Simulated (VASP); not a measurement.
# BP (I-4m2) in VASP: further runs

Runs on BP. Level: r2SCAN. Tasks: single point.

All numbers are computed with VASP 6.6.1; they aren't measurements. Logs are shortened: lines on timing, memory, paths and dates and some standing lists are left out, and cuts for length are marked.

## Step 1: The cell of the first run

It takes space group I-4m2 (No. 119, tetragonal). Conventional cell: a = 3.176 Å, b = 3.176 Å, c = 4.555 Å, α = 90.00°, β = 90.00°, γ = 90.00°. B (site symmetry -4m2) has 4 P at 1.95 Å within 2.6 Å. P (site symmetry -4m2) has 4 B at 1.95 Å within 2.6 Å.

## Step 2: Single point, r2SCAN (epitaxial xy strain -1.0%)

Contents of POSCAR:

```
BP
1.0
    0.0000000000      2.2456325122      2.2775840145
    2.2456325122      0.0000000000      2.2775840145
    2.2456325122      2.2456325122      0.0000000000
B P
1 1
Direct
    0.0000000000      0.0000000000      0.0000000000
    0.2500000000      0.2500000000      0.2500000000
```

Contents of INCAR.step1:

```
ALGO = Normal
EDIFF = 1E-4
ENCUT = 520
GGA = PE
ISMEAR = 0
LASPH = True
LCHARG = False
LREAL = False
LWAVE = True
NBANDS = 11
NELM = 100
PREC = Accurate
SIGMA = 0.01
```

Contents of INCAR.step2:

```
ALGO = Normal
EDIFF = 1E-6
ENCUT = 520
ISIF = 2
ISMEAR = 0
ISTART = 1
LASPH = True
LCHARG = True
LELF = True
LMIXTAU = True
LREAL = False
LVHAR = True
LWAVE = False
METAGGA = R2SCAN
NBANDS = 11
NELM = 100
PREC = Accurate
SIGMA = 0.01
```

Contents of KPOINTS:

```
k-points
0
Gamma
  10 10 10
```

Potentials or basis: VASP PAW PBE potentials, release 64 (B, P).

Command:

```console
> cat potpaw_PBE.64/B/POTCAR potpaw_PBE.64/P/POTCAR > POTCAR
> cp INCAR.step1 INCAR
> mpirun -np 1 vasp_std > vasp.out
> cp INCAR.step2 INCAR
> mpirun -np 1 vasp_std > vasp.out
```

OUTCAR:

```text
EDIFF = 1E-6
   ENCUT = 520
   ISIF = 2
   ISMEAR = 0
   ISTART = 1
   LASPH = True
   LREAL = False
   METAGGA = R2SCAN
   NELM = 100
   PREC = Accurate

 ion  position               nearest neighbor table
   1  0.000  0.000  0.000-   2 1.95   2 1.95   2 1.95   2 1.95
   2  0.250  0.250  0.250-   1 1.95   1 1.95   1 1.95   1 1.95

  LATTYP: Found a body centered tetragonal cell.
 ALAT       =     3.1758039549
 C/A-ratio  =     1.4343353978

  Lattice vectors:

 A1 = (  -2.2456325122,   0.0000000000,   2.2775840145)
 A2 = (   2.2456325122,   0.0000000000,   2.2775840145)
 A3 = (   0.0000000000,   2.2456325122,  -2.2775840145)

Analysis of symmetry for initial positions (statically):
=====================================================================
 Subroutine PRICEL returns:
 Original cell was already a primitive cell.

 Routine SETGRP: Setting up the symmetry group for a
 body centered tetragonal supercell.

 Subroutine GETGRP returns: Found  8 space group operations
 (whereof  8 operations were pure point group operations)
 out of a pool of 16 trial point group operations.

The static configuration has the point symmetry D_2d.

Analysis of symmetry for dynamics (positions and initial velocities):
=====================================================================
 Subroutine PRICEL returns:
 Original cell was already a primitive cell.

 Routine SETGRP: Setting up the symmetry group for a
 body centered tetragonal supercell.

 Subroutine GETGRP returns: Found  8 space group operations
 (whereof  8 operations were pure point group operations)
 out of a pool of 16 trial point group operations.

The dynamic configuration has the point symmetry D_2d.

 Subroutine INISYM returns: Found  8 space group operations
 (whereof  8 operations are pure point group operations),
 and found     1 'primitive' translations

----------------------------------------------------------------------------------------

                                     Primitive cell

  volume of cell :      22.9711

  direct lattice vectors                    reciprocal lattice vectors
     0.000000000  2.245632512  2.277584014    -0.222654418  0.222654418  0.219530870
     2.245632512  0.000000000  2.277584014     0.222654418 -0.222654418  0.219530870
     2.245632512  2.245632512  0.000000000     0.222654418  0.222654418 -0.219530870

  length of vectors
     3.198476875  3.198476875  3.175803955     0.383853856  0.383853856  0.383853856

  position of ions in fractional coordinates (direct lattice)
     0.000000000  0.000000000  0.000000000
     0.250000000  0.250000000  0.250000000

  ion indices of the primitive-cell ions
   primitive index   ion index
                 1           1
                 2           2

----------------------------------------------------------------------------------------

 KPOINTS: k-points

Automatic generation of k-mesh.
 Grid dimensions read from file:
 generate k-points for:   10   10   10

 Generating k-lattice:

  Cartesian coordinates                     Fractional coordinates (reciprocal lattice)
    -0.022265442  0.022265442  0.021953087     0.100000000  0.000000000  0.000000000
     0.022265442 -0.022265442  0.021953087     0.000000000  0.100000000  0.000000000
     0.022265442  0.022265442 -0.021953087     0.000000000  0.000000000  0.100000000

  Length of vectors
     0.038385386  0.038385386  0.038385386

  Shift w.r.t. Gamma in fractional coordinates (k-lattice)
     0.000000000  0.000000000  0.000000000

 Subroutine IBZKPT returns following result:
 ===========================================

 Found    102 irreducible k-points:

 Following reciprocal coordinates:
            Coordinates               Weight
  0.000000  0.000000  0.000000      1.000000
  0.100000  0.000000  0.000000      8.000000
  0.200000  0.000000  0.000000      8.000000
  0.300000  0.000000  0.000000      8.000000
  0.400000  0.000000  0.000000      8.000000
  0.500000 -0.000000  0.000000      4.000000
[... 16 lines left out ...]
  0.300000  0.300000  0.000000      2.000000
  0.400000  0.300000  0.000000      8.000000
 [... further k-points ...]
   k-points           NKPTS =    102   k-points in BZ     NKDIM =    102   number of bands    NBANDS=     11
   number of dos      NEDOS =    301   number of ions     NIONS =      2
   total plane-waves  NPLWV =  13824
   dimension x,y,z NGX =    24 NGY =   24 NGZ =   24
   dimension x,y,z NGXF=    48 NGYF=   48 NGZF=   48
   ions per type =               1   1
   NGX,Y,Z   is equivalent  to a cutoff of  12.47, 12.47, 12.56 a.u.
   NGXF,Y,Z  is equivalent  to a cutoff of  24.95, 24.95, 25.13 a.u.
 SYSTEM =  unknown system
   PREC   = accura    normal or accurate (medium, high low for compatibility)
   ISTART =      1    job   : 0-new  1-cont  2-samecut
   ICHARG =      0    charge: 1-file 2-atom 10-const
   ISPIN  =      1    spin polarized calculation?
   LNONCOLLINEAR =      F non collinear calculations
   LSORBIT =      F    spin-orbit coupling
   LASPH  =      T    aspherical Exc in radial PAW
   ENCUT  =  520.0 eV  38.22 Ry    6.18 a.u.   5.95  5.95  5.90*2*pi/ulx,y,z
   NELM   =    100;   NELMIN=  2; NELMDL=  0     # of ELM steps
   EDIFF  = 0.1E-05   stopping-criterion for ELM
   LREAL  =      F    real-space projection
   EDIFFG = 0.1E-04   stopping-criterion for IOM
   NSW    =      0    number of steps for IOM
   IBRION =     -1    ionic relax: 0-MD 1-quasi-New 2-CG
   NFREE  =      0    steps in history (QN), initial steepest desc. (CG)
   ISIF   =      2    stress and relaxation
   ISYM   =      2    0-nonsym 1-usesym 2-fastsym
   POTIM  = 0.5000    time-step for ionic-motion
   TEBEG  =    0.0;   TEEND  =   0.0 temperature during run
   PSTRESS=    0.0 pullay stress
   NELECT =       8.0000    total number of electrons
   NUPDOWN=      -1.0000    fix difference up-down
   EMIN   =  10.00;   EMAX   =-10.00  energy-range for DOS
   EFERMI =   0.00;   METHOD = LEGACY
   ISMEAR =     0;   SIGMA  =   0.01  broadening in eV -4-tet -1-fermi 0-gaus
   EFERMI_NEDOS =   21; number of points for ismear=-14 and -15
   IALGO  =     38    algorithm
   IMIX   =      4    mixing-type and parameters
     AMIX     =   0.40;   BMIX     =  1.00
     AMIX_MAG =   1.60;   BMIX_MAG =  1.00
  volume/ion in A,a.u.               =      11.49        77.51
  Fermi-wavevector in a.u.,A,eV,Ry     =   1.151801  2.176589 18.050118  1.326646
  Thomas-Fermi vector in A             =   2.288457
   LORBIT       =      0    0 simple, 1 ext, 2 COOP (PROOUT), +10 PAW based schemes
   METAGGA = R2SCAN    functional components
   LHFCALC =     F    Hartree Fock is set to
   AEXX    =    0.0000 exact exchange contribution
   IVDW    =     0    specifies the selected vdW correction
   LEPSILON=     F    determine dielectric tensor
   LRPA    =     F    only Hartree local field effects (RPA)
 non-spin polarized calculation
 Gauss-broadening in eV      SIGMA  =   0.01
  energy-cutoff  :      520.00
  volume of cell :       22.97
 maximum number of plane-waves:       636
   NGX = 11   NGY = 11   NGZ = 11

 number of electron       8.0000001 magnetization

 Free energy of the ion-electron system (eV)
  ---------------------------------------------------
  ext. energy  EPLUGINS =         0.00000000
  ---------------------------------------------------
  free energy    TOTEN  =       -17.30626586 eV

  energy without entropy =      -17.30626586  energy(sigma->0) =      -17.30626586

 E-fermi :   7.7692     XC(G=0): -11.5779

 val. band max:        7.6427062463   @ k =   0.0000   0.0000   0.0000
 cond. band min:       8.9531565585   @ k =   0.4000   0.0000   0.4000
 fundamental gap:      1.3104503121
 Fermi energy:         7.7692026960

 k-point     1 :       0.0000    0.0000    0.0000
  band No.  band energies     occupation
      1      -8.8246      2.00000
      2       7.4916      2.00000
      3       7.6427      2.00000
      4       7.6427      2.00000
      5      11.2311      0.00000
      6      11.2311      0.00000
      7      11.3172      0.00000
      8      15.8721      0.00000
      9      20.0755      0.00000
     10      20.1362      0.00000
     11      20.4848      0.00000

 k-point     2 :       0.1000    0.0000    0.0000
  band No.  band energies     occupation
      1      -8.6326      2.00000
      2       6.2065      2.00000
      3       7.2234      2.00000
      4       7.3317      2.00000
      5      11.6755      0.00000
      6      11.6777      0.00000
      7      11.8137      0.00000
      8      16.3958      0.00000
      9      19.4332      0.00000
     10      19.7662      0.00000
     11      20.7283      0.00000

 k-point     3 :       0.2000    0.0000    0.0000
  band No.  band energies     occupation
      1      -8.0637      2.00000
      2       3.7196      2.00000
      3       6.6076      2.00000
      4       6.7450      2.00000
      5      12.0222      0.00000
      6      12.4719      0.00000
      7      12.4969      0.00000
      8      17.5940      0.00000
      9      18.9028      0.00000
     10      19.0922      0.00000
     11      21.5972      0.00000

 k-point     4 :       0.3000    0.0000    0.0000
  band No.  band energies     occupation
      1      -7.1489      2.00000
      2       1.2085      2.00000
      3       6.0677      2.00000
      4       6.2347      2.00000
      5      11.9597      0.00000
      6      12.7923      0.00000
      7      12.8537      0.00000
      8      18.5031      0.00000
      9      19.6494      0.00000
     10      19.6604      0.00000
     11      21.8661      0.00000
[... 239 lines left out ...]
 k-point    22 :      -0.2000    0.2000    0.0000
  band No.  band energies     occupation
      1      -6.8212      2.00000
      2       1.9682      2.00000
      3       3.0761      2.00000
      4       6.3590      2.00000
      5      12.6010      0.00000
      6      13.3163      0.00000
      7      14.3875      0.00000
      8      16.6639      0.00000
      9      17.6400      0.00000
     10      22.3558      0.00000
     11      24.7531      0.00000

 k-point    23 :       0.3000    0.3000    0.0000
  band No.  band energies     occupation
      1      -6.6074      2.00000
      2       2.3390      2.00000
      3       4.2293      2.00000
      4       4.2293      2.00000
      5       9.4403      0.00000
      6      11.8772      0.00000
      7      17.1852      0.00000
      8      17.1852      0.00000
      9      21.6892      0.00000
     10      22.8558      0.00000
     11      25.3519      0.00000

 k-point    24 :       0.4000    0.3000    0.0000
  band No.  band energies     occupation
      1      -5.7340      2.00000
      2       0.9498      2.00000
      3       3.3128      2.00000
      4       3.9213      2.00000
      5       9.7465      0.00000
      6      11.6329      0.00000
      7      17.8614      0.00000
      8      17.8742      0.00000
      9      22.7255      0.00000
     10      23.7853      0.00000
     11      25.8950      0.00000

 [... further k-points ...]
[... 5 lines left out ...]
  --------------------------------------------------------------------------------------
  -------------------------------------------------------------------------------------
  Total        0.5254695      0.5254695     -0.0800769      0.0000000     -0.0000000      0.0000000
  in kB       36.6501984     36.6501984     -5.5851659      0.0000000     -0.0000000      0.0000000
  external PRESSURE =      22.5717436 kB  Pullay stress =       0.0000000 kB

 VOLUME and BASIS-vectors are now :
 -----------------------------------------------------------------------------
  energy-cutoff  :      520.00
  volume of cell :       22.97
      direct lattice vectors                 reciprocal lattice vectors
     0.000000000  2.245632512  2.277584014    -0.222654418  0.222654418  0.219530870
     2.245632512  0.000000000  2.277584014     0.222654418 -0.222654418  0.219530870
     2.245632512  2.245632512  0.000000000     0.222654418  0.222654418 -0.219530870

 POSITION                                       TOTAL-FORCE (eV/Angst)
 -----------------------------------------------------------------------------------
      0.00000      0.00000      0.00000        -0.000000     -0.000000     -0.000000
      1.12282      1.12282      1.13879         0.000000      0.000000      0.000000
 -----------------------------------------------------------------------------------
    total drift:                                0.000000      0.000000      0.000000

  FREE ENERGIE OF THE ION-ELECTRON SYSTEM (eV)
  ---------------------------------------------------
  free  energy   TOTEN  =       -17.3062658630 eV

  energy  without entropy=      -17.3062658630  energy(sigma->0) =      -17.30626586
```

Run time: 39 s. Hardware: 1 thread of Intel Xeon Platinum 8488C (Sapphire Rapids), shared host; peak memory 0.15 GiB.

Results:

```
Free energy            : -17.3063 eV
Pressure               : 2.3 GPa
Band gap on the k mesh : 1.31 eV, indirect (least direct gap 3.59 eV)
```

Stress tensor (GPa, compression positive):
```
 3.67  0.00  0.00
 0.00  3.67  0.00
 0.00  0.00 -0.56
```

Caveat: the cell differs from its parent crystal (epitaxial xy strain -1.0%); the PAW data sets were made with another functional, which shifts forces and pressure a little. A k mesh can miss the band edges.

## Step 3: Single point, r2SCAN (epitaxial xy strain +1.0%)

Contents of POSCAR:

```
BP
1.0
    0.0000000000      2.2909988256      2.2590883222
    2.2909988256      0.0000000000      2.2590883222
    2.2909988256      2.2909988256      0.0000000000
B P
1 1
Direct
    0.0000000000      0.0000000000      0.0000000000
    0.2500000000      0.2500000000      0.2500000000
```

INCAR.step1 is that of step 2.

Contents of INCAR.step2:

```
ALGO = Normal
EDIFF = 1E-7
ENCUT = 520
ISIF = 2
ISMEAR = 0
ISTART = 1
LASPH = True
LCHARG = False
LMIXTAU = True
LREAL = False
LWAVE = False
METAGGA = R2SCAN
NBANDS = 11
NELM = 100
PREC = Accurate
SIGMA = 0.01
```

KPOINTS is that of step 2.

Potentials or basis: VASP PAW PBE potentials, release 64 (B, P).

Command:

```console
> cat potpaw_PBE.64/B/POTCAR potpaw_PBE.64/P/POTCAR > POTCAR
> cp INCAR.step1 INCAR
> mpirun -np 1 vasp_std > vasp.out
> cp INCAR.step2 INCAR
> mpirun -np 1 vasp_std > vasp.out
```

Run time: 45 s. Hardware: 1 thread of Intel Xeon Platinum 8488C (Sapphire Rapids), shared host; peak memory 0.15 GiB.

The run converged. Its results:

* Free energy: -17.3046 eV
* Pressure: -3.1 GPa
* Band gap on the k mesh: 1.25 eV, indirect (least direct gap 3.47 eV)

Stress tensor (GPa, compression positive):
```
-4.41  0.00  0.00
 0.00 -4.41  0.00
 0.00  0.00 -0.49
```

Levels at points of the mesh, in eV from the valence-band top:
```csv
k point,band 1,band 2,band 3,band 4,band 5,band 6,band 7,band 8
"(0.00, 0.00, 0.00)",-16.22,-0.14,-0.14,0.00,3.47,3.55,3.55,7.67
"(0.50, 0.00, 0.00)",-12.78,-9.49,-2.03,-1.85,3.92,4.86,5.02,10.77
"(0.50, 0.50, 0.00)",-11.05,-9.06,-4.48,-4.48,1.37,1.69,12.81,12.81
"(0.50, 0.00, 0.50)",-11.19,-9.18,-4.35,-4.32,1.53,1.90,12.66,12.97
```

Caveat: the cell differs from its parent crystal (epitaxial xy strain +1.0%); the PAW data sets were made with another functional, which shifts forces and pressure a little.

(Part 1 of 2 ends here.)
